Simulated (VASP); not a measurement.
TlSn: electric field gradients with LDA

The system is TlSn.

```xyz
2
Lattice="3.6026 0.0000 0.0000 0.0000 3.6026 0.0000 0.0000 0.0000 4.3604" Properties=species:S:1:pos:R:3 pbc="T T T"
Tl    0.0000    0.0000    0.0000
Sn    1.8013    1.8013    2.1802
```

This cell differs from its parent crystal: volume scaled by 0.99.

```json
{"Program": "VASP 6.6.1", "Task": "electric field gradients", "Functional": "LDA", "Potentials or basis": "VASP PAW LDA potentials, release 64 (Tl_d, Sn_d)", "Cutoff": "520 eV", "k mesh": "9 × 9 × 8", "Occupations": "fermi-dirac, width 0.08 eV", "Spin": "no spin polarisation", "Dipole correction": "no", "Further INCAR settings": "ALGO = Normal; EDIFF = 1e-08; NBANDS = 20"}
```

* Pressure: -2.9 GPa

Stress tensor (GPa, compression positive):
```
-3.15  0.00  0.00
 0.00 -3.15  0.00
 0.00  0.00 -2.46
```

Levels at points of the mesh, in eV from the Fermi level:
```
           k point  band 11  band 12  band 13  band 14  band 15  band 16
(0.00, 0.00, 0.00)   -10.48    -2.93    -1.59     1.62     1.62     5.32
(0.00, 0.00, 0.50)    -8.60    -8.07     3.47     3.47     3.65     4.46
```

Electric field gradients, principal values (V/Å²):
```
atom   least  middle  greatest (by size)
1 Tl  31.560  31.560             -63.119
2 Sn   4.894   4.894              -9.787
```

It took 47 s on 1 thread of Intel(R) Xeon(R) Platinum 8488C (Sapphire Rapids), with other jobs on the host, peak memory 0.2 GiB.

Caveat: without QUAD_EFG the Cq values of the log hold for a quadrupole moment of 1 mb, not for the nuclei; spin-orbit coupling is left out, which moves the levels of the heavy elements.
